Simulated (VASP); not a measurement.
# BP in VASP: single point with PBE

Aim: the single point of BP with PBE.

Program: VASP 6.6.1. These are calculated values, not measurements. Logs are shortened: lines on timing, memory, paths and dates and some standing lists are left out, and cuts for length are marked.

### 1 The cell of the first run

The cell holds a wire or tube with vacuum around it, 12 atoms: a = 14.700 Å, b = 15.000 Å, c = 4.548 Å, α = 90.00°, β = 90.00°, γ = 90.00°.

### 2 Single point, PBE, collinear spin

INCAR reads:

```
SYSTEM = BP
PREC     = Accurate       ! precision mode
ENCUT    = 520            ! plane-wave cutoff, eV
EDIFF    = 1E-7           ! SCF threshold, eV
ISMEAR   = 0              ! smearing method
SIGMA    = 0.05           ! smearing width, eV
LREAL    = .False.        ! projectors in reciprocal space
LASPH    = .True.         ! aspherical terms in the spheres
NELM     = 150            ! most SCF steps
ALGO     = Normal         ! electronic algorithm
ISIF     = 2              ! what is computed and relaxed
LWAVE    = .False.        ! write WAVECAR
LCHARG   = .False.        ! write CHGCAR
ISPIN    = 2              ! spin polarisation
MAGMOM   = 0.3 0.3 0.3 0.3 0.3 0.3 0.3 0.3 0.3 0.3 0.3 0.3 ! initial moments
LORBIT   = 11             ! projections on sites
GGA      = PE             ! functional
NBANDS   = 40             ! bands
```

KPOINTS reads:

```
regular mesh
0
Gamma
  1 1 7
  0 0 0
```

POSCAR reads:

```
BP
1.0
   14.7000000000      0.0000000000      0.0000000000
    0.0000000000     15.0000000000      0.0000000000
    0.0000000000      0.0000000000      4.5483038457
B P
6 6
Direct
    0.5386760531      0.5379025320      0.0000000000
    0.5386760531      0.3862924039      0.5000000000
    0.5386760531      0.6895126602      0.5000000000
    0.3839718407      0.5379025320      0.5000000000
    0.6933802656      0.5379025320      0.5000000000
    0.3839718407      0.3862924039      0.0000000000
    0.6160281593      0.6137075961      0.7500000000
    0.3066197344      0.4620974680      0.2500000000
    0.6160281593      0.4620974680      0.2500000000
    0.4613239469      0.3104873398      0.2500000000
    0.4613239469      0.6137075961      0.2500000000
    0.4613239469      0.4620974680      0.7500000000
```

Potentials or basis: VASP PAW PBE potentials, release 64 (B, P).

The run is started by

```bash
cat potpaw_PBE.64/B/POTCAR potpaw_PBE.64/P/POTCAR > POTCAR
mpirun -np 1 vasp_std > vasp.out
```

OUTCAR:

```text
SYSTEM = BP
   PREC = Accurate
   ENCUT = 520
   EDIFF = 1E-7
   ISMEAR = 0
   LREAL = .False.
   LASPH = .True.
   NELM = 150
   ISIF = 2
   ISPIN = 2
   LORBIT = 11
   GGA = PE

 ion  position               nearest neighbor table
   1  0.539  0.538  0.000-  12 1.97   9 1.97  11 1.97   7 1.97
   2  0.539  0.386  0.500-  10 1.97  12 1.97   9 1.97
   3  0.539  0.690  0.500-  11 1.97   7 1.97
   4  0.384  0.538  0.500-  12 1.97   8 1.97  11 1.97
   5  0.693  0.538  0.500-   9 1.97   7 1.97
   6  0.384  0.386  0.000-  10 1.97  12 1.97   8 1.97
   7  0.616  0.614  0.750-   1 1.97   3 1.97   5 1.97
   8  0.307  0.462  0.250-   4 1.97   6 1.97
   9  0.616  0.462  0.250-   1 1.97   5 1.97   2 1.97
  10  0.461  0.310  0.250-   2 1.97   6 1.97
  11  0.461  0.614  0.250-   1 1.97   3 1.97   4 1.97
  12  0.461  0.462  0.750-   1 1.97   4 1.97   2 1.97   6 1.97

  LATTYP: Found a simple orthorhombic cell.
 ALAT       =     4.5483038457
 B/A-ratio  =     3.2319740498
 C/A-ratio  =     3.2979327039

  Lattice vectors:

 A1 = (   0.0000000000,   0.0000000000,   4.5483038457)
 A2 = (  14.7000000000,   0.0000000000,   0.0000000000)
 A3 = (   0.0000000000,  15.0000000000,   0.0000000000)

Analysis of symmetry for initial positions (statically):
=====================================================================
 Subroutine PRICEL returns:
 Original cell was already a primitive cell.

 Routine SETGRP: Setting up the symmetry group for a
 simple orthorhombic supercell.

 Subroutine GETGRP returns: Found  1 space group operations
 (whereof  1 operations were pure point group operations)
 out of a pool of  8 trial point group operations.

The static configuration has the point symmetry C_1 .

Analysis of symmetry for dynamics (positions and initial velocities):
=====================================================================
 Subroutine PRICEL returns:
 Original cell was already a primitive cell.

 Routine SETGRP: Setting up the symmetry group for a
 simple orthorhombic supercell.

 Subroutine GETGRP returns: Found  1 space group operations
 (whereof  1 operations were pure point group operations)
 out of a pool of  8 trial point group operations.

The dynamic configuration has the point symmetry C_1 .

Analysis of structural, dynamic, and magnetic symmetry:
=====================================================================
 Subroutine PRICEL returns:
 Original cell was already a primitive cell.

 Routine SETGRP: Setting up the symmetry group for a
 simple orthorhombic supercell.

 Subroutine GETGRP returns: Found  1 space group operations
 (whereof  1 operations were pure point group operations)
 out of a pool of  8 trial point group operations.

The overall configuration has the point symmetry C_1 .

 Subroutine INISYM returns: Found  1 space group operations
 (whereof  1 operations are pure point group operations),
 and found     1 'primitive' translations

----------------------------------------------------------------------------------------

                                     Primitive cell

  volume of cell :    1002.9010

  direct lattice vectors                    reciprocal lattice vectors
    14.700000000  0.000000000  0.000000000     0.068027211  0.000000000  0.000000000
     0.000000000 15.000000000  0.000000000     0.000000000  0.066666667  0.000000000
     0.000000000  0.000000000  4.548303846     0.000000000  0.000000000  0.219862180

  length of vectors
    14.700000000 15.000000000  4.548303846     0.068027211  0.066666667  0.219862180

  position of ions in fractional coordinates (direct lattice)
     0.538676053  0.537902532  0.000000000
     0.538676053  0.386292404  0.500000000
     0.538676053  0.689512660  0.500000000
     0.383971841  0.537902532  0.500000000
     0.693380266  0.537902532  0.500000000
[... 65 lines left out ...]
   ISTART =      0    job   : 0-new  1-cont  2-samecut
   ICHARG =      2    charge: 1-file 2-atom 10-const
   ISPIN  =      2    spin polarized calculation?
   LNONCOLLINEAR =      F non collinear calculations
   LSORBIT =      F    spin-orbit coupling
   LASPH  =      T    aspherical Exc in radial PAW
   ENCUT  =  520.0 eV  38.22 Ry    6.18 a.u.  27.33 27.89  8.46*2*pi/ulx,y,z
   NELM   =    150;   NELMIN=  2; NELMDL= -5     # of ELM steps
   EDIFF  = 0.1E-06   stopping-criterion for ELM
   LREAL  =      F    real-space projection
   EDIFFG = 0.1E-05   stopping-criterion for IOM
   NSW    =      0    number of steps for IOM
   IBRION =     -1    ionic relax: 0-MD 1-quasi-New 2-CG
   NFREE  =      0    steps in history (QN), initial steepest desc. (CG)
   ISIF   =      2    stress and relaxation
   ISYM   =      2    0-nonsym 1-usesym 2-fastsym
   POTIM  = 0.5000    time-step for ionic-motion
   TEBEG  =    0.0;   TEEND  =   0.0 temperature during run
   PSTRESS=    0.0 pullay stress
   NELECT =      48.0000    total number of electrons
   NUPDOWN=      -1.0000    fix difference up-down
   EMIN   =  10.00;   EMAX   =-10.00  energy-range for DOS
   EFERMI =   0.00;   METHOD = LEGACY
   ISMEAR =     0;   SIGMA  =   0.05  broadening in eV -4-tet -1-fermi 0-gaus
   EFERMI_NEDOS =   21; number of points for ismear=-14 and -15
   IALGO  =     38    algorithm
   IMIX   =      4    mixing-type and parameters
     AMIX     =   0.40;   BMIX     =  1.00
     AMIX_MAG =   1.60;   BMIX_MAG =  1.00
  volume/ion in A,a.u.               =      83.58       563.99
  Fermi-wavevector in a.u.,A,eV,Ry     =   0.594387  1.123228  4.806881  0.353296
  Thomas-Fermi vector in A             =   1.643950
   LORBIT       =     11    0 simple, 1 ext, 2 COOP (PROOUT), +10 PAW based schemes
   GGA     = PE    functional components
   LHFCALC =     F    Hartree Fock is set to
   AEXX    =    0.0000 exact exchange contribution
   IVDW    =     0    specifies the selected vdW correction
   LEPSILON=     F    determine dielectric tensor
   LRPA    =     F    only Hartree local field effects (RPA)
 spin polarized calculation
 Gauss-broadening in eV      SIGMA  =   0.05
  energy-cutoff  :      520.00
  volume of cell :     1002.90
 maximum number of plane-waves:     27045
 NGX is ok and might be reduce to   112
   NGX = 55   NGY = 55   NGZ = 17

 number of electron      47.9999999 magnetization       2.2108214

 Free energy of the ion-electron system (eV)
  ---------------------------------------------------
  ext. energy  EPLUGINS =         0.00000000
  ---------------------------------------------------
  free energy    TOTEN  =       -60.46766381 eV

  energy without entropy =      -60.45545870  energy(sigma->0) =      -60.46156125

 E-fermi :  -3.4376     XC(G=0):  -2.6597

 val. band max:       -3.4405114451   @ k =   0.0000   0.0000   0.2857
 cond. band min:      -3.4150652772   @ k =   0.0000   0.0000   0.0000
 fundamental gap:      0.0254461679
 Fermi energy:        -3.4375601235

 spin component 1

 k-point     1 :       0.0000    0.0000    0.0000
  band No.  band energies     occupation
      1     -17.3368      1.00000
      2     -15.7745      1.00000
      3     -14.9513      1.00000
      4     -13.8606      1.00000
      5     -13.5020      1.00000
      6     -13.4994      1.00000
[... 145 lines left out ...]
     35       1.7319      0.00000
     36       1.8888      0.00000
 Fermi energy:        -3.4375601235

 spin component 2

 k-point     1 :       0.0000    0.0000    0.0000
  band No.  band energies     occupation
      1     -17.2676      1.00000
      2     -15.6439      1.00000
      3     -14.8988      1.00000
      4     -13.7468      1.00000
      5     -13.4356      1.00000
      6     -13.3113      1.00000
[... 145 lines left out ...]
     35       1.8712      0.00000
     36       2.0122      0.00000
 [bands above 36 left out]

------------------------ aborting loop because EDIFF is reached ----------------------------------------

  FORCE on cell =-STRESS in cart. coord.  units (eV):
  Direction    XX          YY          ZZ          XY          YZ          ZX
  --------------------------------------------------------------------------------------
  -------------------------------------------------------------------------------------
  Total       -8.7208053     -8.7197117     -8.4062064     -0.9378385     -2.2077885     -2.2076027
  in kB      -13.9318603    -13.9301131    -13.4292750     -1.4982372     -3.5270368     -3.5267399
  external PRESSURE =     -13.7637495 kB  Pullay stress =       0.0000000 kB

 VOLUME and BASIS-vectors are now :
 -----------------------------------------------------------------------------
  energy-cutoff  :      520.00
  volume of cell :     1002.90
      direct lattice vectors                 reciprocal lattice vectors
    14.700000000  0.000000000  0.000000000     0.068027211  0.000000000  0.000000000
     0.000000000 15.000000000  0.000000000     0.000000000  0.066666667  0.000000000
     0.000000000  0.000000000  4.548303846     0.000000000  0.000000000  0.219862180

 POSITION                                       TOTAL-FORCE (eV/Angst)
 -----------------------------------------------------------------------------------
      7.91854      8.06854      0.00000        -0.154423     -0.154529      0.474857
      7.91854      5.79439      2.27415        -1.348694      0.958940     -1.562975
      7.91854     10.34269      2.27415        -0.061991     -2.323010     -0.032320
      5.64439      8.06854      2.27415         0.958886     -1.348743     -1.562944
     10.19269      8.06854      2.27415        -2.323201     -0.062094     -0.032283
      5.64439      5.79439      0.00000         1.524831      1.524869      1.773621
      9.05561      9.20561      3.41123         0.729714      0.729613     -0.976107
      4.50731      6.93146      1.13708         0.254379      0.045253      0.090257
      9.05561      6.93146      1.13708         1.224669     -0.155974      0.810036
      6.78146      4.65731      1.13708         0.045210      0.254204      0.090242
      6.78146      9.20561      1.13708        -0.156106      1.224676      0.809939
      6.78146      6.93146      3.41123        -0.693274     -0.693206      0.117675
 -----------------------------------------------------------------------------------
    total drift:                               -0.000054     -0.000024     -0.000019

  FREE ENERGIE OF THE ION-ELECTRON SYSTEM (eV)
  ---------------------------------------------------
  free  energy   TOTEN  =       -60.4676638067 eV

  energy  without entropy=      -60.4554587011  energy(sigma->0) =      -60.46156125

 total charge

# of ion       s       p       d       tot
------------------------------------------
    1        0.700   1.173   0.000   1.872
    2        0.704   1.037   0.000   1.740
    3        0.737   0.856   0.000   1.593
    4        0.704   1.037   0.000   1.740
    5        0.737   0.856   0.000   1.593
    6        0.713   1.021   0.000   1.734
    7        1.032   1.469   0.000   2.501
    8        1.081   1.359   0.000   2.440
    9        1.032   1.464   0.000   2.496
   10        1.081   1.359   0.000   2.440
   11        1.032   1.464   0.000   2.496
   12        1.019   1.489   0.000   2.508
--------------------------------------------------
tot         10.571  14.582   0.000  25.153

 magnetization (x)

# of ion       s       p       d       tot
------------------------------------------
    1        0.024   0.009   0.000   0.033
    2        0.026   0.032   0.000   0.058
    3        0.086   0.226   0.000   0.312
    4        0.026   0.032   0.000   0.058
    5        0.086   0.226   0.000   0.312
    6        0.036   0.066   0.000   0.102
    7        0.017  -0.034   0.000  -0.017
    8        0.010   0.106   0.000   0.116
    9        0.005  -0.053   0.000  -0.048
   10        0.010   0.106   0.000   0.116
   11        0.005  -0.053   0.000  -0.048
   12        0.006   0.029   0.000   0.035
--------------------------------------------------
tot          0.335   0.693   0.000   1.028
```

Run time: 17 min. Hardware: 1 thread of Intel Xeon Platinum 8488C (Sapphire Rapids), shared host; peak memory 1.3 GiB.

Results:

| Item | Value |
| --- | --- |
| Free energy | -60.4677 eV |
| Largest force | 2.792 eV/Å |
| Net moment | 2.21 μB per cell |
| Site moments | B +0.03, +0.06, +0.31, +0.10 (each value once); P -0.02, +0.12, -0.05, +0.04 (each value once) μB |
| Valence electrons inside the program's atomic spheres | B 1.87, 1.74, 1.59, 1.73 (each value once); P 2.50, 2.44, 2.51 (each value once) |

Forces in eV/Å, atoms in the order of the input:
```
B   -0.154 -0.155  0.475
B   -1.349  0.959 -1.563
B   -0.062 -2.323 -0.032
B    0.959 -1.349 -1.563
B   -2.323 -0.062 -0.032
B    1.525  1.525  1.774
P    0.730  0.730 -0.976
P    0.254  0.045  0.090
P    1.225 -0.156  0.810
P    0.045  0.254  0.090
P   -0.156  1.225  0.810
P   -0.693 -0.693  0.118
```

Levels at points of the mesh, in eV from the Fermi level:
Spin up:
| k point | band 22 | band 23 | band 24 | band 25 | band 26 | band 27 | band 28 | band 29 |
| --- | --- | --- | --- | --- | --- | --- | --- | --- |
| (0.00, 0.00, 0.00) | -1.06 | -0.53 | -0.26 | -0.20 | -0.05 | 0.16 | 0.65 | 1.22 |
Spin down:
```
           k point  band 21  band 22  band 23  band 24  band 25  band 26
(0.00, 0.00, 0.00)    -1.07    -0.78     0.02     0.21     0.41     0.58
```

Caveat: a moment this small can come from the mesh or the smearing.
